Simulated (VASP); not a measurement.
# Ag2HCl2 in VASP: single point with PBE+D3(BJ)

Aim: the single point of Ag2HCl2 with PBE+D3(BJ).

Program: VASP 6.6.1. These are calculated values, not measurements. Logs are shortened: lines on timing, memory, paths and dates and some standing lists are left out, and cuts for length are marked.

## (1) The cell of the first run

The cell holds a slab with vacuum, 5 atoms: a = 3.897 Å, b = 3.897 Å, c = 20.148 Å, α = 90.00°, β = 90.00°, γ = 90.00°.

## (2) Single point, PBE+D3(BJ), collinear spin, ferromagnetic start

Input file INCAR:

```
PREC = Accurate ; ENCUT = 520
EDIFF = 1E-6 ; ISMEAR = 0
SIGMA = 0.05 ; LREAL = F
LASPH = T ; NELM = 150
ALGO = Normal ; ISIF = 2
LWAVE = F ; LCHARG = F
ISPIN = 2 ; MAGMOM = 0 0 0 0 1
LORBIT = 11 ; LMAXMIX = 4
LDIPOL = T ; IDIPOL = 3
DIPOL = 0.5 0.5 0.307 ; GGA = PE
IVDW = 12 ; NBANDS = 30
```

Input file KPOINTS:

```
Automatic mesh
0
Gamma
  7 7 1
```

Input file POSCAR:

```
Ag2HCl2
1.0
    3.8966246593      0.0000000000      0.0000000000
    0.0000000000      3.8966246593      0.0000000000
    0.0000000000      0.0000000000     20.1478735173
Ag Cl H
2 2 1
Direct
    0.0000000000      0.0000000000      0.1985321179
    0.5000000000      0.5000000000      0.3337564577
    0.5000000000      0.5000000000      0.1985321179
    0.0000000000      0.0000000000      0.3398807081
    0.0000000000      0.0000000000      0.4639632817
```

Potentials or basis: VASP PAW PBE potentials, release 64 (Ag, Cl, H).

The run is started by

```console
> cat potpaw_PBE.64/Ag/POTCAR potpaw_PBE.64/Cl/POTCAR potpaw_PBE.64/H/POTCAR > POTCAR
> mpirun -np 1 vasp_std > vasp.out
```

OUTCAR:

```text
PREC = Accurate
   ENCUT = 520
   EDIFF = 1E-6
   ISMEAR = 0
   LREAL = F
   LASPH = T
   NELM = 150
   ISIF = 2
   ISPIN = 2
   LORBIT = 11
   GGA = PE
   IVDW = 12
 IVDW          = 12

 ion  position               nearest neighbor table
   1  0.000  0.000  0.199-   3 2.76   3 2.76   3 2.76   3 2.76   4 2.85
   2  0.500  0.500  0.334-   3 2.72   4 2.76   4 2.76   4 2.76   4 2.76
   3  0.500  0.500  0.199-   2 2.72   1 2.76   1 2.76   1 2.76   1 2.76
   4  0.000  0.000  0.340-   2 2.76   2 2.76   2 2.76   2 2.76   1 2.85
   5  0.000  0.000  0.464-

  LATTYP: Found a simple tetragonal cell.
 ALAT       =     3.8966246593
 C/A-ratio  =     5.1705964210

  Lattice vectors:

 A1 = (   3.8966246593,   0.0000000000,   0.0000000000)
 A2 = (   0.0000000000,   3.8966246593,   0.0000000000)
 A3 = (   0.0000000000,   0.0000000000,  20.1478735173)

Analysis of symmetry for initial positions (statically):
=====================================================================
 Subroutine PRICEL returns:
 Original cell was already a primitive cell.

 Routine SETGRP: Setting up the symmetry group for a
 simple tetragonal supercell.

 Subroutine GETGRP returns: Found  8 space group operations
 (whereof  8 operations were pure point group operations)
 out of a pool of 16 trial point group operations.

The static configuration has the point symmetry C_4v.

Analysis of symmetry for dynamics (positions and initial velocities):
=====================================================================
 Subroutine PRICEL returns:
 Original cell was already a primitive cell.

 Routine SETGRP: Setting up the symmetry group for a
 simple tetragonal supercell.

 Subroutine GETGRP returns: Found  8 space group operations
 (whereof  8 operations were pure point group operations)
 out of a pool of 16 trial point group operations.

The dynamic configuration has the point symmetry C_4v.

Analysis of structural, dynamic, and magnetic symmetry:
=====================================================================
 Subroutine PRICEL returns:
 Original cell was already a primitive cell.

 Routine SETGRP: Setting up the symmetry group for a
 simple tetragonal supercell.

 Subroutine GETGRP returns: Found  8 space group operations
 (whereof  8 operations were pure point group operations)
 out of a pool of 16 trial point group operations.

The overall configuration has the point symmetry C_4v.

 Subroutine INISYM returns: Found  8 space group operations
 (whereof  8 operations are pure point group operations),
 and found     1 'primitive' translations

----------------------------------------------------------------------------------------

                                     Primitive cell

  volume of cell :     305.9189

  direct lattice vectors                    reciprocal lattice vectors
     3.896624659  0.000000000  0.000000000     0.256632365  0.000000000  0.000000000
     0.000000000  3.896624659  0.000000000     0.000000000  0.256632365  0.000000000
     0.000000000  0.000000000 20.147873517     0.000000000  0.000000000  0.049633029

  length of vectors
     3.896624659  3.896624659 20.147873517     0.256632365  0.256632365  0.049633029

  position of ions in fractional coordinates (direct lattice)
     0.000000000  0.000000000  0.198532118
     0.500000000  0.500000000  0.333756458
     0.500000000  0.500000000  0.198532118
     0.000000000  0.000000000  0.339880708
     0.000000000  0.000000000  0.463963282

  ion indices of the primitive-cell ions
   primitive index   ion index
                 1           1
                 2           2
                 3           3
                 4           4
                 5           5

----------------------------------------------------------------------------------------

 KPOINTS: Automatic mesh
[... 30 lines left out ...]
  0.285714  0.142857  0.000000      8.000000
  0.428571  0.142857  0.000000      8.000000
  0.285714  0.285714  0.000000      4.000000
  0.428571  0.285714  0.000000      8.000000
  0.428571  0.428571  0.000000      4.000000
   k-points           NKPTS =     10   k-points in BZ     NKDIM =     10   number of bands    NBANDS=     30
   number of dos      NEDOS =    301   number of ions     NIONS =      5
   total plane-waves  NPLWV = 135000
   dimension x,y,z NGX =    30 NGY =   30 NGZ =  150
   dimension x,y,z NGXF=    60 NGYF=   60 NGZF=  300
   ions per type =               2   2   1
   NGX,Y,Z   is equivalent  to a cutoff of  12.80, 12.80, 12.38 a.u.
   NGXF,Y,Z  is equivalent  to a cutoff of  25.60, 25.60, 24.75 a.u.
 SYSTEM =  unknown system
   PREC   = accura    normal or accurate (medium, high low for compatibility)
   ISTART =      0    job   : 0-new  1-cont  2-samecut
   ICHARG =      2    charge: 1-file 2-atom 10-const
   ISPIN  =      2    spin polarized calculation?
   LNONCOLLINEAR =      F non collinear calculations
   LSORBIT =      F    spin-orbit coupling
   LASPH  =      T    aspherical Exc in radial PAW
   ENCUT  =  520.0 eV  38.22 Ry    6.18 a.u.   7.25  7.25 37.46*2*pi/ulx,y,z
   NELM   =    150;   NELMIN=  2; NELMDL= -5     # of ELM steps
   EDIFF  = 0.1E-05   stopping-criterion for ELM
   LREAL  =      F    real-space projection
   EDIFFG = 0.1E-04   stopping-criterion for IOM
   NSW    =      0    number of steps for IOM
   IBRION =     -1    ionic relax: 0-MD 1-quasi-New 2-CG
   NFREE  =      0    steps in history (QN), initial steepest desc. (CG)
   ISIF   =      2    stress and relaxation
   ISYM   =      2    0-nonsym 1-usesym 2-fastsym
   POTIM  = 0.5000    time-step for ionic-motion
   TEBEG  =    0.0;   TEEND  =   0.0 temperature during run
   PSTRESS=    0.0 pullay stress
   NELECT =      37.0000    total number of electrons
   NUPDOWN=      -1.0000    fix difference up-down
   EMIN   =  10.00;   EMAX   =-10.00  energy-range for DOS
   EFERMI =   0.00;   METHOD = LEGACY
   ISMEAR =     0;   SIGMA  =   0.05  broadening in eV -4-tet -1-fermi 0-gaus
   EFERMI_NEDOS =   21; number of points for ismear=-14 and -15
   IALGO  =     38    algorithm
   IMIX   =      4    mixing-type and parameters
     AMIX     =   0.40;   BMIX     =  1.00
     AMIX_MAG =   1.60;   BMIX_MAG =  1.00
  volume/ion in A,a.u.               =      61.18       412.89
  Fermi-wavevector in a.u.,A,eV,Ry     =   0.809605  1.529932  8.918082  0.655461
  Thomas-Fermi vector in A             =   1.918627
   LORBIT       =     11    0 simple, 1 ext, 2 COOP (PROOUT), +10 PAW based schemes
   GGA     = PE    functional components
   LHFCALC =     F    Hartree Fock is set to
   AEXX    =    0.0000 exact exchange contribution
   IVDW    =    12    specifies the selected vdW correction
   LEPSILON=     F    determine dielectric tensor
   LRPA    =     F    only Hartree local field effects (RPA)
 spin polarized calculation
 Gauss-broadening in eV      SIGMA  =   0.05
  energy-cutoff  :      520.00
  volume of cell :      305.92
 maximum number of plane-waves:      8267
 NGX is ok and might be reduce to    30
   NGX = 15   NGY = 15   NGZ = 75

 dipolmoment           0.000000      0.000000     -0.000007 electrons x Angstroem

 number of electron      37.0000010 magnetization       1.0000000

 dipolmoment           0.000000      0.000000      0.077222 electrons x Angstroem

 Free energy of the ion-electron system (eV)
  ---------------------------------------------------
  ext. energy  EPLUGINS =         0.00000000
  ---------------------------------------------------
  free energy    TOTEN  =       -11.66871715 eV

  energy without entropy =      -11.66871715  energy(sigma->0) =      -11.66871715

 E-fermi :  -2.6435     XC(G=0):  -3.6028

 val. band max:       -2.9088793191   @ k =   0.4286   0.0000   0.0000
 cond. band min:      -1.8691654883   @ k =   0.0000   0.0000   0.0000
 fundamental gap:      1.0397138308
 Fermi energy:        -2.6434840043

 spin component 1

 k-point     1 :       0.0000    0.0000    0.0000
  band No.  band energies     occupation
      1     -17.8941      1.00000
      2     -17.5827      1.00000
      3      -6.9446      1.00000
      4      -6.3886      1.00000
      5      -5.8808      1.00000
      6      -5.8808      1.00000
[... 319 lines left out ...]
     29       5.8819      0.00000
     30       6.2587      0.00000
 Fermi energy:        -2.6434840043

 spin component 2

 k-point     1 :       0.0000    0.0000    0.0000
  band No.  band energies     occupation
      1     -17.8831      1.00000
      2     -17.5408      1.00000
      3      -6.8373      1.00000
      4      -6.1938      1.00000
      5      -5.8722      1.00000
      6      -5.8722      1.00000
[... 319 lines left out ...]
     29       6.1169      0.00000
     30       6.3020      0.00000

------------------------ aborting loop because EDIFF is reached ----------------------------------------

 vacuum level on the upper side and lower side of the slab       (xc-potential included)         0.464        -0.495

 Edisp (eV)   -0.91731

 E8    (eV) :    -0.3796

  FORCE on cell =-STRESS in cart. coord.  units (eV):
  Direction    XX          YY          ZZ          XY          YZ          ZX
  --------------------------------------------------------------------------------------
  -------------------------------------------------------------------------------------
  Total      -1.79593    -1.79593     0.19968     0.00000     0.00000     0.00000
  in kB      -9.40576    -9.40576     1.04578     0.00000     0.00000     0.00000
  external pressure =       -5.92 kB  Pullay stress =        0.00 kB

 VOLUME and BASIS-vectors are now :
 -----------------------------------------------------------------------------
  energy-cutoff  :      520.00
  volume of cell :      305.92
      direct lattice vectors                 reciprocal lattice vectors
     3.896624659  0.000000000  0.000000000     0.256632365  0.000000000  0.000000000
     0.000000000  3.896624659  0.000000000     0.000000000  0.256632365  0.000000000
     0.000000000  0.000000000 20.147873517     0.000000000  0.000000000  0.049633029

 POSITION                                       TOTAL-FORCE (eV/Angst)
 -----------------------------------------------------------------------------------
      0.00000      0.00000      4.00000        -0.000000      0.000000      0.265488
      1.94831      1.94831      6.72448        -0.000000     -0.000000      0.032845
      1.94831      1.94831      4.00000         0.000000      0.000000     -0.260057
      0.00000      0.00000      6.84787        -0.000000      0.000000     -0.147413
      0.00000      0.00000      9.34787        -0.000000      0.000000      0.109137
 -----------------------------------------------------------------------------------
    total drift:                                0.000000      0.000000      0.000124

  FREE ENERGIE OF THE ION-ELECTRON SYSTEM (eV)
  ---------------------------------------------------
  free  energy   TOTEN  =       -12.5860270999 eV

  energy  without entropy=      -12.5860270999  energy(sigma->0) =      -12.58602710

 vacuum level on the upper side and lower side of the slab         3.226         2.289

 total charge

# of ion       s       p       d       tot
------------------------------------------
    1        0.194   0.121   9.368   9.683
    2        0.193   0.128   9.370   9.692
    3        1.600   3.473   0.000   5.073
    4        1.604   3.465   0.000   5.069
    5        0.384   0.001   0.000   0.384
--------------------------------------------------
tot          3.975   7.189  18.737  29.901

 magnetization (x)

# of ion       s       p       d       tot
------------------------------------------
    1        0.003   0.002   0.003   0.007
    2       -0.001  -0.000   0.002   0.000
    3        0.000   0.004   0.000   0.004
    4        0.005   0.032   0.000   0.038
    5        0.369   0.000   0.000   0.369
--------------------------------------------------
tot          0.377   0.038   0.004   0.419
```

Wall time 7 min (1 thread of Intel Xeon Platinum 8259CL at 2.50GHz (Skylake/Cascade Lake), shared host); peak memory 0.53 GiB.

What came out:

- Free energy: -12.5860 eV
- Largest force: 0.265 eV/Å
- Band gap on the k mesh: 1.04 eV, indirect (least direct gap 2.05 eV)
- Net moment: 1.00 μB per cell
- Site moments: Ag +0.01, +0.00; Cl +0.00, +0.04; H +0.37 μB
- Valence electrons inside the program's atomic spheres: Ag 9.68, 9.69; Cl 5.07; H 0.38
- Dispersion energy per atom: -0.183 eV

Forces in eV/Å, atoms in the order of the input:
```
Ag   0.000  0.000  0.265
Ag   0.000  0.000  0.033
Cl   0.000  0.000 -0.260
Cl   0.000  0.000 -0.147
H    0.000  0.000  0.109
```

Levels at points of the mesh, in eV from the valence-band top:
Spin up:
```tsv
k point	band 16	band 17	band 18	band 19	band 20	band 21	band 22	band 23
(0.00, 0.00, 0.00)	-1.90	-1.90	-1.61	-1.01	1.34	2.32	4.79	5.72
```
Spin down:
```csv
k point,band 14,band 15,band 16,band 17,band 18,band 19,band 20,band 21,band 22,band 23
"(0.00, 0.00, 0.00)",-2.30,-2.20,-1.89,-1.89,-1.45,1.04,2.18,3.33,4.83,5.94
```
